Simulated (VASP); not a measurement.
# TiSi2 (Fddd) in VASP: a series of runs, part 2 of 2

VASP 6.6.1. Earlier steps stand in the parts before.

### 3 Single point, PBE (volume scaled by 0.94)

INCAR reads:

```
  PREC = Accurate
  ENCUT = 520
  EDIFF = 1E-7
  ISMEAR = -1
  SIGMA = 0.05
  LREAL = False
  LASPH = True
  NELM = 100
  ALGO = Normal
  ISIF = 2
  LWAVE = False
  LCHARG = False
  GGA = PE
  NBANDS = 29
```

KPOINTS reads:

```
regular mesh
0
Gamma
  7 7 7
```

POSCAR reads:

```
TiSi2
1.0
    0.0000000000      4.0334617761      4.1758755024
    2.3407327166      0.0000000000      4.1758755024
    2.3407327166      4.0334617761      0.0000000000
Ti Si
2 4
Direct
    0.7500000000      0.7500000000      0.7500000000
    0.5000000000      0.5000000000      0.5000000000
    0.4125656100      0.0874343900      0.4125656100
    0.0874343900      0.4125656100      0.0874343900
    0.1625656100      0.8374343900      0.1625656100
    0.8374343900      0.1625656100      0.8374343900
```

Potentials or basis: VASP PAW PBE potentials, release 64 (Ti_sv, Si).

On the command line:

```console
> cat potpaw_PBE.64/Ti_sv/POTCAR potpaw_PBE.64/Si/POTCAR > POTCAR
> mpirun -np 1 vasp_std > vasp.out
```

OUTCAR:

```text
PREC = Accurate
   ENCUT = 520
   EDIFF = 1E-7
   ISMEAR = -1
   LREAL = False
   LASPH = True
   NELM = 100
   ISIF = 2
   GGA = PE

 ion  position               nearest neighbor table
   1  0.750  0.750  0.750-   5 2.50   5 2.50   6 2.50   6 2.50   3 2.68   3 2.68   4 2.68   4 2.68
                             3 2.72   4 2.72
   2  0.500  0.500  0.500-   4 2.50   4 2.50   3 2.50   3 2.50   5 2.68   5 2.68   6 2.68   6 2.68
                             5 2.72   6 2.72
   3  0.413  0.087  0.413-   6 2.47   6 2.47   2 2.50   2 2.50   4 2.62   1 2.68   1 2.68   1 2.72
                             4 2.73   4 2.73   5 3.13   5 3.13   5 3.13   5 3.13
   4  0.087  0.413  0.087-   5 2.47   5 2.47   2 2.50   2 2.50   3 2.62   1 2.68   1 2.68   1 2.72
                             3 2.73   3 2.73   6 3.13   6 3.13   6 3.13   6 3.13
   5  0.163  0.837  0.163-   4 2.47   4 2.47   1 2.50   1 2.50   6 2.62   2 2.68   2 2.68   2 2.72
                             6 2.73   6 2.73   3 3.13   3 3.13   3 3.13   3 3.13
   6  0.837  0.163  0.837-   3 2.47   3 2.47   1 2.50   1 2.50   5 2.62   2 2.68   2 2.68   2 2.72
                             5 2.73   5 2.73   4 3.13   4 3.13   4 3.13   4 3.13

  LATTYP: Found a face centered orthorhombic cell.
 ALAT       =     4.6814654332
 B/A-ratio  =     1.7231620456
 C/A-ratio  =     1.7840035613

  Lattice vectors:

 A1 = (   0.0000000000,   4.0334617761,   4.1758755024)
 A2 = (   2.3407327166,   0.0000000000,   4.1758755024)
 A3 = (   2.3407327166,   4.0334617761,   0.0000000000)

Analysis of symmetry for initial positions (statically):
=====================================================================
 Subroutine PRICEL returns:
 Original cell was already a primitive cell.

 Routine SETGRP: Setting up the symmetry group for a
 face centered orthorhombic supercell.

 Subroutine GETGRP returns: Found  8 space group operations
 (whereof  4 operations were pure point group operations)
 out of a pool of  8 trial point group operations.

The static configuration has the point symmetry D_2 .
 The point group associated with its full space group is D_2h.

Analysis of symmetry for dynamics (positions and initial velocities):
=====================================================================
 Subroutine PRICEL returns:
 Original cell was already a primitive cell.

 Routine SETGRP: Setting up the symmetry group for a
 face centered orthorhombic supercell.

 Subroutine GETGRP returns: Found  8 space group operations
 (whereof  4 operations were pure point group operations)
 out of a pool of  8 trial point group operations.

The dynamic configuration has the point symmetry D_2 .
 The point group associated with its full space group is D_2h.

 Subroutine INISYM returns: Found  8 space group operations
 (whereof  4 operations are pure point group operations),
 and found     1 'primitive' translations

----------------------------------------------------------------------------------------

                                     Primitive cell

  volume of cell :      78.8510

  direct lattice vectors                    reciprocal lattice vectors
     0.000000000  4.033461776  4.175875502    -0.213608327  0.123962995  0.119735370
     2.340732717  0.000000000  4.175875502     0.213608327 -0.123962995  0.119735370
     2.340732717  4.033461776  0.000000000     0.213608327  0.123962995 -0.119735370

  length of vectors
     5.805751468  4.787166789  4.663458325     0.274466574  0.274466574  0.274466574

[... 42 lines left out ...]

 Following reciprocal coordinates:
            Coordinates               Weight
  0.000000  0.000000  0.000000      1.000000
  0.142857  0.000000 -0.000000      8.000000
  0.285714 -0.000000 -0.000000      8.000000
  0.428571 -0.000000  0.000000      8.000000
  0.142857  0.142857  0.000000      2.000000
  0.285714  0.142857 -0.000000      8.000000
[... 16 lines left out ...]
  0.000000  0.142857  0.142857      2.000000
  0.285714  0.142857  0.142857      4.000000
 [... further k-points ...]
   k-points           NKPTS =     64   k-points in BZ     NKDIM =     64   number of bands    NBANDS=     29
   number of dos      NEDOS =    301   number of ions     NIONS =      6
   total plane-waves  NPLWV =  62208
   dimension x,y,z NGX =    48 NGY =   36 NGZ =   36
   dimension x,y,z NGXF=    96 NGYF=   72 NGZF=   72
   ions per type =               2   4
   NGX,Y,Z   is equivalent  to a cutoff of  13.74, 12.50, 12.83 a.u.
   NGXF,Y,Z  is equivalent  to a cutoff of  27.49, 25.00, 25.67 a.u.
 SYSTEM =  unknown system
   PREC   = accura    normal or accurate (medium, high low for compatibility)
   ISTART =      0    job   : 0-new  1-cont  2-samecut
   ICHARG =      2    charge: 1-file 2-atom 10-const
   ISPIN  =      1    spin polarized calculation?
   LNONCOLLINEAR =      F non collinear calculations
   LSORBIT =      F    spin-orbit coupling
   LASPH  =      T    aspherical Exc in radial PAW
   ENCUT  =  520.0 eV  38.22 Ry    6.18 a.u.  10.79  8.90  8.67*2*pi/ulx,y,z
   NELM   =    100;   NELMIN=  2; NELMDL= -5     # of ELM steps
   EDIFF  = 0.1E-06   stopping-criterion for ELM
   LREAL  =      F    real-space projection
   EDIFFG = 0.1E-05   stopping-criterion for IOM
   NSW    =      0    number of steps for IOM
   IBRION =     -1    ionic relax: 0-MD 1-quasi-New 2-CG
   NFREE  =      0    steps in history (QN), initial steepest desc. (CG)
   ISIF   =      2    stress and relaxation
   ISYM   =      2    0-nonsym 1-usesym 2-fastsym
   POTIM  = 0.5000    time-step for ionic-motion
   TEBEG  =    0.0;   TEEND  =   0.0 temperature during run
   PSTRESS=    0.0 pullay stress
   NELECT =      40.0000    total number of electrons
   NUPDOWN=      -1.0000    fix difference up-down
   EMIN   =  10.00;   EMAX   =-10.00  energy-range for DOS
   EFERMI =   0.00;   METHOD = LEGACY
   ISMEAR =    -1;   SIGMA  =   0.05  broadening in eV -4-tet -1-fermi 0-gaus
   EFERMI_NEDOS =   21; number of points for ismear=-14 and -15
   IALGO  =     38    algorithm
   IMIX   =      4    mixing-type and parameters
     AMIX     =   0.40;   BMIX     =  1.00
     AMIX_MAG =   1.60;   BMIX_MAG =  1.00
  volume/ion in A,a.u.               =      13.14        88.69
  Fermi-wavevector in a.u.,A,eV,Ry     =   1.305647  2.467315 23.194038  1.704714
  Thomas-Fermi vector in A             =   2.436502
   LORBIT       =      0    0 simple, 1 ext, 2 COOP (PROOUT), +10 PAW based schemes
   GGA     = PE    functional components
   LHFCALC =     F    Hartree Fock is set to
   AEXX    =    0.0000 exact exchange contribution
   IVDW    =     0    specifies the selected vdW correction
   LEPSILON=     F    determine dielectric tensor
   LRPA    =     F    only Hartree local field effects (RPA)
 non-spin polarized calculation
  energy-cutoff  :      520.00
  volume of cell :       78.85
 maximum number of plane-waves:      2146
 NGX is ok and might be reduce to    48
   NGX = 21   NGY = 17   NGZ = 17

 number of electron      40.0000000 magnetization

 Free energy of the ion-electron system (eV)
  ---------------------------------------------------
  ext. energy  EPLUGINS =         0.00000000
  ---------------------------------------------------
  free energy    TOTEN  =       -40.46775014 eV

  energy without entropy =      -40.44896352  energy(sigma->0) =      -40.45835683

 E-fermi :  10.9474     XC(G=0): -12.0150

 val. band max:       10.9374892955   @ k =  -0.4286   0.1429  -0.0000
 cond. band min:      10.9495374628   @ k =  -0.1429   0.1429   0.1429
 fundamental gap:      0.0120481673
 Fermi energy:        10.9474402762

 k-point     1 :       0.0000    0.0000    0.0000
  band No.  band energies     occupation
      1     -45.1032      2.00000
      2     -45.0651      2.00000
      3     -21.5269      2.00000
      4     -21.5115      2.00000
      5     -21.4142      2.00000
      6     -21.3964      2.00000
[... 757 lines left out ...]
     28      15.2715      0.00000
     29      15.4660      0.00000

 [... further k-points ...]
[... 5 lines left out ...]
  --------------------------------------------------------------------------------------
  -------------------------------------------------------------------------------------
  Total        6.3341131      4.7774506      7.7040734      0.0000000      0.0000000      0.0000000
  in kB      128.7031229     97.0732301    156.5394072      0.0000000      0.0000000      0.0000000
  external PRESSURE =     127.4385867 kB  Pullay stress =       0.0000000 kB

 VOLUME and BASIS-vectors are now :
 -----------------------------------------------------------------------------
  energy-cutoff  :      520.00
  volume of cell :       78.85
      direct lattice vectors                 reciprocal lattice vectors
     0.000000000  4.033461776  4.175875502    -0.213608327  0.123962995  0.119735370
     2.340732717  0.000000000  4.175875502     0.213608327 -0.123962995  0.119735370
     2.340732717  4.033461776  0.000000000     0.213608327  0.123962995 -0.119735370

 POSITION                                       TOTAL-FORCE (eV/Angst)
 -----------------------------------------------------------------------------------
      3.51110      6.05019      6.26381         0.000000      0.000000      0.000000
      2.34073      4.03346      4.17588        -0.000000      0.000000     -0.000000
      1.17037      3.32814      2.08794        -0.000000      0.060121      0.000000
      1.17037      0.70533      2.08794        -0.000000     -0.060121      0.000000
      2.34073      1.31140      4.17588        -0.000000      0.060121     -0.000000
      2.34073      6.75552      4.17588        -0.000000     -0.060121     -0.000000
 -----------------------------------------------------------------------------------
    total drift:                               -0.000000     -0.000000      0.000000

  FREE ENERGIE OF THE ION-ELECTRON SYSTEM (eV)
  ---------------------------------------------------
  free  energy   TOTEN  =       -40.4677501367 eV

  energy  without entropy=      -40.4489635203  energy(sigma->0) =      -40.45835683
```

OSZICAR:

```text
N       E                     dE             d eps       ncg     rms          rms(c)
DAV:   1     0.399049529031E+03    0.39905E+03   -0.18769E+04  3712   0.148E+03
DAV:   2     0.307939940617E+01   -0.39597E+03   -0.38476E+03  3737   0.438E+02
DAV:   3    -0.404271705909E+02   -0.43507E+02   -0.42515E+02  6165   0.122E+02
DAV:   4    -0.436467244711E+02   -0.32196E+01   -0.32029E+01  5283   0.298E+01
DAV:   5    -0.438241428836E+02   -0.17742E+00   -0.17736E+00  5607   0.603E+00    0.203E+01
DAV:   6    -0.409903379919E+02    0.28338E+01   -0.28757E+01  5225   0.398E+01    0.709E+00
DAV:   7    -0.405327599157E+02    0.45758E+00   -0.51614E+00  4942   0.175E+01    0.580E+00
DAV:   8    -0.404777937215E+02    0.54966E-01   -0.64075E-01  5421   0.651E+00    0.132E+00
DAV:   9    -0.404668031934E+02    0.10991E-01   -0.12221E-01  5007   0.294E+00    0.538E-01
DAV:  10    -0.404679559004E+02   -0.11527E-02   -0.52021E-03  5004   0.528E-01    0.240E-01
DAV:  11    -0.404678409125E+02    0.11499E-03   -0.41107E-03  5405   0.497E-01    0.159E-01
DAV:  12    -0.404677517920E+02    0.89121E-04   -0.82362E-04  5047   0.236E-01    0.157E-02
DAV:  13    -0.404677510535E+02    0.73853E-06   -0.20323E-05  4717   0.402E-02    0.152E-02
DAV:  14    -0.404677501991E+02    0.85433E-06   -0.27484E-06  4836   0.141E-02    0.291E-03
DAV:  15    -0.404677501367E+02    0.62463E-07   -0.58703E-07  4467   0.577E-03
   1 F= -.40467750E+02 E0= -.40458357E+02  d E =-.187866E-01
```

Run time: 3 min. Hardware: 1 thread of Intel Xeon 6975P-C (Granite Rapids), shared host; peak memory 0.3 GiB.

Results:

```yaml
Free_energy: -40.4678 eV
Pressure: 12.7 GPa
Largest_force: 0.060 eV/Å
Band_gap_on_the_k_mesh: zero (band 20 reaches 11.69 eV, above the bottom of band 21 at 9.78 eV)
```

Forces on the atoms (eV/Å):
```
Ti   0.000  0.000  0.000
Ti   0.000  0.000  0.000
Si   0.000  0.060  0.000
Si   0.000 -0.060  0.000
Si   0.000  0.060  0.000
Si   0.000 -0.060  0.000
```

### 4 Single point, PBE (volume scaled by 0.96)

INCAR reads:

```
SYSTEM = TiSi2
PREC = Accurate
ENCUT = 520
EDIFF = 1E-6
ISMEAR = -1
SIGMA = 0.05
LREAL = .FALSE.
LASPH = .TRUE.
NELM = 100
ALGO = Normal
ISIF = 2
LWAVE = .FALSE.
LCHARG = .FALSE.
GGA = PE
NBANDS = 29
```

KPOINTS reads:

```
regular mesh
0
G
  7 7 7
  0 0 0
```

Changes to POSCAR since step 3:

```diff
@@ -2,5 +2,5 @@
 1.0
-    0.0000000000      4.0334617761      4.1758755024
-    2.3407327166      0.0000000000      4.1758755024
-    2.3407327166      4.0334617761      0.0000000000
+    0.0000000000      4.0618673723      4.2052840453
+    2.3572172929      0.0000000000      4.2052840453
+    2.3572172929      4.0618673723      0.0000000000
 Ti Si
```

On the command line:

```console
> cat potpaw_PBE.64/Ti_sv/POTCAR potpaw_PBE.64/Si/POTCAR > POTCAR
> mpirun -np 1 vasp_std > vasp.out
```

Wall time 3 min (1 thread of Intel Xeon 6975P-C (Granite Rapids), shared host); peak memory 0.3 GiB.

Results (log left out):

```yaml
Free_energy: -40.5805 eV
Pressure: 8.8 GPa
Largest_force: 0.045 eV/Å
Band_gap_on_the_k_mesh: zero (band 20 reaches 11.42 eV, above the bottom of band 21 at 9.54 eV)
```

Forces on the atoms (eV/Å):
```
Ti   0.000  0.000  0.000
Ti   0.000  0.000  0.000
Si   0.000  0.045  0.000
Si   0.000 -0.045  0.000
Si   0.000  0.045  0.000
Si   0.000 -0.045  0.000
```

Stress tensor (GPa, compression positive):
```
 9.01  0.00  0.00
 0.00  6.44  0.00
 0.00  0.00 11.02
```

Levels at points of the mesh, in eV from the Fermi level:
| k point | band 16 | band 17 | band 18 | band 19 | band 20 | band 21 | band 22 | band 23 | band 24 | band 25 |
| --- | --- | --- | --- | --- | --- | --- | --- | --- | --- | --- |
| (0.00, 0.00, 0.00) | -2.53 | -2.35 | -2.08 | -1.79 | -1.37 | -0.98 | 2.19 | 3.30 | 3.58 | 3.65 |

### 5 Overview

| level | cell | k mesh | gap on the mesh (eV) | pressure (GPa) | largest force (eV/Å) |
| --- | --- | --- | --- | --- | --- |
| PBEsol | a = 6.051, b = 5.036, c = 4.761 Å, angles 76.2, 53.9, 49.8°, 6 atoms | 6 × 6 × 6 | none | -7.6 | 0.01 |
| PBE | a = 5.806, b = 4.787, c = 4.663 Å, angles 75.8, 53.1, 51.1°, 6 atoms | 7 × 7 × 7 | none | 12.7 | 0.06 |
| PBE | a = 5.847, b = 4.821, c = 4.696 Å, angles 75.8, 53.1, 51.1°, 6 atoms | 7 × 7 × 7 | none | 8.8 | 0.05 |

Alike in all rows: task single point; potentials or basis VASP PAW PBE potentials, release 64 (Ti_sv, Si); no spin polarisation; cutoff (eV) 520; smearing fermi-dirac 0.05 eV.

Caveats: the PAW data sets were made with another functional, which shifts forces and pressure a little (some runs).

Absolute energies hang on the potentials; compare differences alone.
